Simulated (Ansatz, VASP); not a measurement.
HfB2 in VASP and in Ansatz

File INCAR:

```
PREC = Accurate
ENCUT = 600
EDIFF = 1E-7
ISMEAR = 0
SIGMA = 0.1
LREAL = False
LASPH = True
NELM = 80
ALGO = Normal
ISIF = 3
LWAVE = False
LCHARG = False
GGA = PE
IBRION = 2
NSW = 100
EDIFFG = -0.005
```

The input KPOINTS:

```
Automatic mesh
0
Gamma
  18 18 12
```

The input POSCAR:

```
HfB2
1.0
    3.1326790839      0.0000000000      0.0000000000
   -1.5663395419      2.7129796685      0.0000000000
    0.0000000000      0.0000000000      3.4792139900
Hf B
1 2
Direct
    0.0000000000      0.0000000000      0.0000000000
    0.3333333300      0.6666666700      0.5000000000
    0.6666666700      0.3333333300      0.5000000000
```

Input for Ansatz:

```yaml
crystal:
  lattice:
    - [3.1326790839, 0.0, 0.0]
    - [-1.5663395419, 2.7129796685, 0.0]
    - [0.0, 0.0, 3.47921399]
  atoms:
    - { symbol: Hf, position: [0.0, 0.0, 0.0] }
    - { symbol: B, position: [0.33333333, 0.66666667, 0.5] }
    - { symbol: B, position: [0.66666667, 0.33333333, 0.5] }
basis:
  ecutwfc: 420
kpoints:
  mp_grid: { grid: [18, 18, 12] }
hamiltonian:
  xc: pbe
scf:
  occupations: { method: gaussian, width: 0.1 }
output:
  forces: true
  stress: true
  eigenvalues: true
relax:
  adjacent_minimum: "off"
  f_tol: 0.005
  max_steps: 80
  cell: { stress_tol: 0.05 }
```

Alike in both runs: task relaxation of cell and atoms; functional PBE; k mesh 18 × 18 × 12; occupations gaussian, width 0.1 eV; no spin polarisation.

```csv
,VASP,Ansatz
version,VASP 6.6.1,Ansatz 0.2.0
potentials or method,"VASP PAW PBE potentials, release 64 (Hf_pv, B), cutoff 600 eV","scalar-relativistic, plane waves, PAW"
valence electrons in the cell,16,32
```

Ansatz gave:

```
gap on the k mesh at the Fermi level, each at its own relaxed structure (eV) : none
relaxed volume (Å³/atom)                                                     : 9.96
relaxed cell length with the largest relative difference (Å)                 : 3.145
```

What did VASP give for the same quantities?

gap on the k mesh at the Fermi level, each at its own relaxed structure (eV): none; relaxed volume (Å³/atom): 9.94; relaxed cell length with the largest relative difference (Å): 3.143.

A gap of «none» marks a metal or a gap that the smearing closes. VASP's potentials hold 16 valence electrons a cell and Ansatz's 32, so a difference there can come from the potentials and not from the codes.

Neither program's run includes spin-orbit coupling.
